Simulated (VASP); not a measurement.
# Ru (P6_3/mmc) in VASP: notebook

Runs on Ru. Level: PBE. Tasks: single point.

Everything below comes from runs of VASP 6.6.1. Logs are shortened: lines on timing, memory, paths and dates and some standing lists are left out, and cuts for length are marked.

## Step 1: The cell of the first run

It takes space group P6_3/mmc (No. 194, hexagonal). The conventional cell has a = 3.001 Å, b = 3.001 Å, c = 3.952 Å, α = 90.00°, β = 90.00°, γ = 120.00°. Ru (site symmetry -6m2) has 12 Ru at 2.63 to 3.00 Å within 3.5 Å.

## Step 2: Single point, PBE (volume 15.414 Å^3 an atom, c/a of the conventional cell 1.3169)

INCAR reads:

```
SYSTEM = Ru
PREC     = Accurate       ! precision mode
ENCUT    = 520            ! plane-wave cutoff, eV
EDIFF    = 1E-6           ! SCF threshold, eV
ISMEAR   = 0              ! smearing method
SIGMA    = 0.15           ! smearing width, eV
LREAL    = .False.        ! projectors in reciprocal space
LASPH    = .True.         ! aspherical terms in the spheres
NELM     = 80             ! most SCF steps
ALGO     = Fast           ! electronic algorithm
ISIF     = 2              ! what is computed and relaxed
LWAVE    = .False.        ! write WAVECAR
LCHARG   = .True.         ! write CHGCAR
GGA      = PE             ! functional
LELF     = .True.         ! ELF
LVHAR    = .True.       
NBANDS   = 21             ! bands
```

KPOINTS reads:

```
regular mesh
0
Gamma
  21 21 12
  0 0 0
```

POSCAR reads:

```
Ru
1.0
    3.0011472677      0.0000000000      0.0000000000
   -1.5005736339      2.5990697743      0.0000000000
    0.0000000000      0.0000000000      3.9522108369
Ru
2
Direct
    0.3333333333      0.6666666667      0.2500000000
    0.6666666667      0.3333333333      0.7500000000
```

Potentials or basis: VASP PAW PBE potentials, release 64 (Ru_pv).

Started as:

```bash
$ cat potpaw_PBE.64/Ru_pv/POTCAR > POTCAR
$ mpirun -np 1 vasp_std > vasp.out
```

OUTCAR:

```text
SYSTEM = Ru
   PREC = Accurate
   ENCUT = 520
   EDIFF = 1E-6
   ISMEAR = 0
   LREAL = .False.
   LASPH = .True.
   NELM = 80
   ISIF = 2
   GGA = PE

 ion  position               nearest neighbor table
   1  0.333  0.667  0.250-   2 2.63   2 2.63   2 2.63   2 2.63   2 2.63   2 2.63
   2  0.667  0.333  0.750-   1 2.63   1 2.63   1 2.63   1 2.63   1 2.63   1 2.63

  LATTYP: Found a hexagonal cell.
 ALAT       =     3.0011472677
 C/A-ratio  =     1.3169000000

  Lattice vectors:

 A1 = (   3.0011472677,   0.0000000000,   0.0000000000)
 A2 = (  -1.5005736339,   2.5990697743,   0.0000000000)
 A3 = (   0.0000000000,   0.0000000000,   3.9522108369)

Analysis of symmetry for initial positions (statically):
=====================================================================
 Subroutine PRICEL returns:
 Original cell was already a primitive cell.

 Routine SETGRP: Setting up the symmetry group for a
 hexagonal supercell.

 Subroutine GETGRP returns: Found 24 space group operations
 (whereof 12 operations were pure point group operations)
 out of a pool of 24 trial point group operations.

The static configuration has the point symmetry D_3d.
 The point group associated with its full space group is D_6h.

Analysis of symmetry for dynamics (positions and initial velocities):
=====================================================================
 Subroutine PRICEL returns:
 Original cell was already a primitive cell.

 Routine SETGRP: Setting up the symmetry group for a
 hexagonal supercell.

 Subroutine GETGRP returns: Found 24 space group operations
 (whereof 12 operations were pure point group operations)
 out of a pool of 24 trial point group operations.

The dynamic configuration has the point symmetry D_3d.
 The point group associated with its full space group is D_6h.

 Subroutine INISYM returns: Found 24 space group operations
 (whereof 12 operations are pure point group operations),
 and found     1 'primitive' translations

----------------------------------------------------------------------------------------

                                     Primitive cell

  volume of cell :      30.8280

  direct lattice vectors                    reciprocal lattice vectors
     3.001147268  0.000000000  0.000000000     0.333205908  0.192376521  0.000000000
    -1.500573634  2.599069774  0.000000000     0.000000000  0.384753041  0.000000000
     0.000000000  0.000000000  3.952210837     0.000000000  0.000000000  0.253022939

  length of vectors
     3.001147268  3.001147268  3.952210837     0.384753041  0.384753041  0.253022939
[... 75 lines left out ...]
   ISPIN  =      1    spin polarized calculation?
   LNONCOLLINEAR =      F non collinear calculations
   LSORBIT =      F    spin-orbit coupling
   LASPH  =      T    aspherical Exc in radial PAW
   ENCUT  =  520.0 eV  38.22 Ry    6.18 a.u.   5.58  5.58  7.35*2*pi/ulx,y,z
   NELM   =     80;   NELMIN=  2; NELMDL= -5     # of ELM steps
   EDIFF  = 0.1E-05   stopping-criterion for ELM
   LREAL  =      F    real-space projection
   EDIFFG = 0.1E-04   stopping-criterion for IOM
   NSW    =      0    number of steps for IOM
   IBRION =     -1    ionic relax: 0-MD 1-quasi-New 2-CG
   NFREE  =      0    steps in history (QN), initial steepest desc. (CG)
   ISIF   =      2    stress and relaxation
   ISYM   =      2    0-nonsym 1-usesym 2-fastsym
   POTIM  = 0.5000    time-step for ionic-motion
   TEBEG  =    0.0;   TEEND  =   0.0 temperature during run
   PSTRESS=    0.0 pullay stress
   NELECT =      28.0000    total number of electrons
   NUPDOWN=      -1.0000    fix difference up-down
   EMIN   =  10.00;   EMAX   =-10.00  energy-range for DOS
   EFERMI =   0.00;   METHOD = LEGACY
   ISMEAR =     0;   SIGMA  =   0.15  broadening in eV -4-tet -1-fermi 0-gaus
   EFERMI_NEDOS =   21; number of points for ismear=-14 and -15
   IALGO  =     68    algorithm
   IMIX   =      4    mixing-type and parameters
     AMIX     =   0.40;   BMIX     =  1.00
     AMIX_MAG =   1.60;   BMIX_MAG =  1.00
  volume/ion in A,a.u.               =      15.41       104.02
  Fermi-wavevector in a.u.,A,eV,Ry     =   1.585425  2.996019 34.199233  2.513573
  Thomas-Fermi vector in A             =   2.684892
   LORBIT       =      0    0 simple, 1 ext, 2 COOP (PROOUT), +10 PAW based schemes
   GGA     = PE    functional components
   LHFCALC =     F    Hartree Fock is set to
   AEXX    =    0.0000 exact exchange contribution
   IVDW    =     0    specifies the selected vdW correction
   LEPSILON=     F    determine dielectric tensor
   LRPA    =     F    only Hartree local field effects (RPA)
 non-spin polarized calculation
 RMM-DIIS sequential band-by-band and
 Gauss-broadening in eV      SIGMA  =   0.15
  energy-cutoff  :      520.00
  volume of cell :       30.83
 maximum number of plane-waves:       855
 NGX is ok and might be reduce to    24
   NGX = 11   NGY = 11   NGZ = 15

 number of electron      28.0000006 magnetization

 Free energy of the ion-electron system (eV)
  ---------------------------------------------------
  ext. energy  EPLUGINS =         0.00000000
  ---------------------------------------------------
  free energy    TOTEN  =       -17.68004882 eV

  energy without entropy =      -17.65958122  energy(sigma->0) =      -17.66981502

 E-fermi :  10.7472     XC(G=0): -13.3055

 val. band max:       10.7389785530   @ k =   0.3333   0.1429   0.2500
 cond. band min:      10.7513780041   @ k =   0.4286  -0.0000   0.0000
 fundamental gap:      0.0123994512
 Fermi energy:        10.7472074762

 k-point     1 :       0.0000    0.0000    0.0000
  band No.  band energies     occupation
      1     -32.7257      2.00000
      2     -32.0613      2.00000
      3     -32.0613      2.00000
      4     -31.7913      2.00000
      5     -31.7913      2.00000
      6     -31.7053      2.00000
[... 565 lines left out ...]
     20      22.2634      0.00000
     21      23.5839      0.00000

 [... further k-points ...]
[... 5 lines left out ...]
  --------------------------------------------------------------------------------------
  -------------------------------------------------------------------------------------
  Total       -5.8424653     -5.8424653      1.5377362      0.0000000      0.0000000     -0.0000000
  in kB     -303.6416712   -303.6416712     79.9184517      0.0000000      0.0000000     -0.0000000
  external PRESSURE =    -175.7882969 kB  Pullay stress =       0.0000000 kB

 VOLUME and BASIS-vectors are now :
 -----------------------------------------------------------------------------
  energy-cutoff  :      520.00
  volume of cell :       30.83
      direct lattice vectors                 reciprocal lattice vectors
     3.001147268  0.000000000  0.000000000     0.333205908  0.192376521  0.000000000
    -1.500573634  2.599069774  0.000000000     0.000000000  0.384753041  0.000000000
     0.000000000  0.000000000  3.952210837     0.000000000  0.000000000  0.253022939

 POSITION                                       TOTAL-FORCE (eV/Angst)
 -----------------------------------------------------------------------------------
     -0.00000      1.73271      0.98805        -0.000000     -0.000000      0.000000
      1.50057      0.86636      2.96416         0.000000      0.000000      0.000000
 -----------------------------------------------------------------------------------
    total drift:                               -0.000000      0.000000     -0.000000

  FREE ENERGIE OF THE ION-ELECTRON SYSTEM (eV)
  ---------------------------------------------------
  free  energy   TOTEN  =       -17.6800488226 eV

  energy  without entropy=      -17.6595812243  energy(sigma->0) =      -17.66981502
```

OSZICAR:

```text
N       E                     dE             d eps       ncg     rms          rms(c)
DAV:   1     0.285159952939E+03    0.28516E+03   -0.17567E+04 14144   0.145E+03
DAV:   2    -0.132090473666E+02   -0.29837E+03   -0.28954E+03 14537   0.436E+02
DAV:   3    -0.189076621219E+02   -0.56986E+01   -0.56579E+01 16132   0.674E+01
DAV:   4    -0.189541287907E+02   -0.46467E-01   -0.46434E-01 18656   0.565E+00
DAV:   5    -0.189547098601E+02   -0.58107E-03   -0.57918E-03 15929   0.547E-01    0.138E+01
RMM:   6    -0.177325866750E+02    0.12221E+01   -0.28334E+00 14304   0.138E+01    0.332E+00
RMM:   7    -0.176858274362E+02    0.46759E-01   -0.23804E-01 14940   0.356E+00    0.102E+00
RMM:   8    -0.176802008828E+02    0.56266E-02   -0.22159E-02 15494   0.136E+00    0.231E-01
RMM:   9    -0.176800107749E+02    0.19011E-03   -0.26335E-03 16001   0.442E-01    0.403E-02
RMM:  10    -0.176800464014E+02   -0.35627E-04   -0.41833E-04 16661   0.173E-01    0.108E-02
RMM:  11    -0.176800462478E+02    0.15360E-06   -0.76784E-05 17599   0.720E-02    0.448E-03
RMM:  12    -0.176800481188E+02   -0.18711E-05   -0.21177E-05 18227   0.353E-02    0.329E-03
RMM:  13    -0.176800488226E+02   -0.70372E-06   -0.29698E-06 12358   0.148E-02
   1 F= -.17680049E+02 E0= -.17669815E+02  d E =-.204676E-01
```

Run time: 65 s. Hardware: 1 thread of Intel Xeon Platinum 8559C (Emerald Rapids), shared host; peak memory 0.27 GiB.

Results:

- Free energy: -17.6800 eV
- Pressure: -17.6 GPa
- Band gap on the k mesh: zero (band 14 reaches 11.87 eV, above the bottom of band 15 at 9.86 eV)

Levels at points of the mesh, in eV from the Fermi level:
| k point | band 12 | band 13 | band 14 | band 15 | band 16 | band 17 |
| --- | --- | --- | --- | --- | --- | --- |
| (0.00, 0.00, 0.00) | -2.32 | -1.48 | -1.48 | -0.68 | 0.97 | 0.97 |
| (0.00, 0.00, 0.50) | -3.08 | -1.48 | -1.48 | 0.76 | 0.76 | 0.76 |

## Step 3: Single point, PBE (volume 15.414 Å^3 an atom, c/a of the conventional cell 1.7835)

INCAR reads:

```
SYSTEM = Ru
ALGO     = Fast           ! electronic algorithm
EDIFF    = 1E-6           ! SCF threshold, eV
ENCUT    = 520            ! plane-wave cutoff, eV
GGA      = PE             ! functional
ISIF     = 2              ! what is computed and relaxed
ISMEAR   = 0              ! smearing method
LASPH    = .TRUE.         ! aspherical terms in the spheres
LCHARG   = .FALSE.        ! write CHGCAR
LREAL    = .FALSE.        ! projectors in reciprocal space
LWAVE    = .FALSE.        ! write WAVECAR
NBANDS   = 21             ! bands
NELM     = 80             ! most SCF steps
PREC     = Accurate       ! precision mode
SIGMA    = 0.15           ! smearing width, eV
```

KPOINTS reads:

```
k-points
0
G
  21 21 12
  0 0 0
```

POSCAR reads:

```
Ru
1.0
    2.7125673809      0.0000000000      0.0000000000
   -1.3562836905      2.3491522613      0.0000000000
    0.0000000000      0.0000000000      4.8378639238
Ru
2
Direct
    0.3333333333      0.6666666667      0.2500000000
    0.6666666667      0.3333333333      0.7500000000
```

Potentials or basis: VASP PAW PBE potentials, release 64 (Ru_pv).

Started as:

```bash
$ cat potpaw_PBE.64/Ru_pv/POTCAR > POTCAR
$ mpirun -np 1 vasp_std > vasp.out
```

Run time: 74 s. Hardware: 1 thread of Intel Xeon Platinum 8559C (Emerald Rapids), shared host; peak memory 0.27 GiB.

The run converged. Its results:

| Property | Result |
| --- | --- |
| Free energy | -17.8628 eV |
| Pressure | -23.4 GPa |
| Band gap on the k mesh | zero (band 14 reaches 11.85 eV, above the bottom of band 15 at 9.73 eV) |

Stress tensor (GPa, compression positive):
```
-11.21   0.00   0.00
  0.00 -11.21   0.00
  0.00   0.00 -47.92
```

Levels at points of the mesh, in eV from the Fermi level:
```
           k point  band 10  band 11  band 12  band 13  band 14  band 15  band 16  band 17  band 18  band 19
(0.00, 0.00, 0.00)    -2.09    -2.09    -1.75    -1.75    -0.41    -0.41     0.11     1.00     1.00     7.24
(0.00, 0.00, 0.50)    -2.83    -2.07    -2.07    -2.07    -2.07     0.48     0.48     0.48     0.48    10.63
```

## Step 4: Single point, PBE (volume 15.414 Å^3 an atom, c/a of the conventional cell 1.5798)

INCAR reads:

```
SYSTEM = Ru
PREC = Accurate
ENCUT = 520
EDIFF = 1E-6
ISMEAR = 0
SIGMA = 0.15
LREAL = .False.
LASPH = .True.
NELM = 60
ALGO = Fast
ISIF = 2
LWAVE = .False.
LCHARG = .False.
GGA = PE
NBANDS = 21
```

KPOINTS reads:

```
regular mesh
0
Gamma
  21 21 12
  0 0 0
```

POSCAR reads:

```
Ru
1.0
    2.8244905105      0.0000000000      0.0000000000
   -1.4122452553      2.4460805348      0.0000000000
    0.0000000000      0.0000000000      4.4620504745
Ru
2
Direct
    0.3333333333      0.6666666667      0.2500000000
    0.6666666667      0.3333333333      0.7500000000
```

Started as:

```bash
$ cat potpaw_PBE.64/Ru_pv/POTCAR > POTCAR
$ mpirun -np 1 vasp_std > vasp.out
```

It took 75 s on 1 thread of Intel Xeon Platinum 8559C (Emerald Rapids), shared host; peak memory 0.28 GiB.

Results (log left out):

* Free energy: -18.1706 eV
* Pressure: -26.8 GPa
* Band gap on the k mesh: zero (band 14 reaches 11.91 eV, above the bottom of band 15 at 9.32 eV)

Stress tensor (GPa, compression positive):
```
-26.04   0.00   0.00
  0.00 -26.04   0.00
  0.00   0.00 -28.24
```

Levels at points of the mesh, in eV from the Fermi level:
```tsv
k point	band 10	band 11	band 12	band 13	band 14	band 15	band 16	band 17	band 18	band 19
(0.00, 0.00, 0.00)	-2.14	-1.99	-1.59	-1.59	-1.17	-1.17	0.96	0.96	1.22	8.87
(0.00, 0.00, 0.50)	-2.31	-2.29	-2.29	-2.29	-2.29	0.42	0.42	0.42	0.42	10.59
```

## Step 5: Overview

| cell | gap on the mesh (eV) | pressure (GPa) |
| --- | --- | --- |
| a = 3.001, b = 3.001, c = 3.952 Å, angles 90.0, 90.0, 120.0°, 2 atoms | none | -17.6 |
| a = 2.713, b = 2.713, c = 4.838 Å, angles 90.0, 90.0, 120.0°, 2 atoms | none | -23.4 |
| a = 2.824, b = 2.824, c = 4.462 Å, angles 90.0, 90.0, 120.0°, 2 atoms | none | -26.8 |

Alike in all rows: task single point; level PBE; potentials or basis VASP PAW PBE potentials, release 64 (Ru_pv); no spin polarisation; k mesh 21 × 21 × 12; cutoff (eV) 520; smearing gaussian 0.15 eV.

Absolute energies hang on the potentials; compare differences alone.
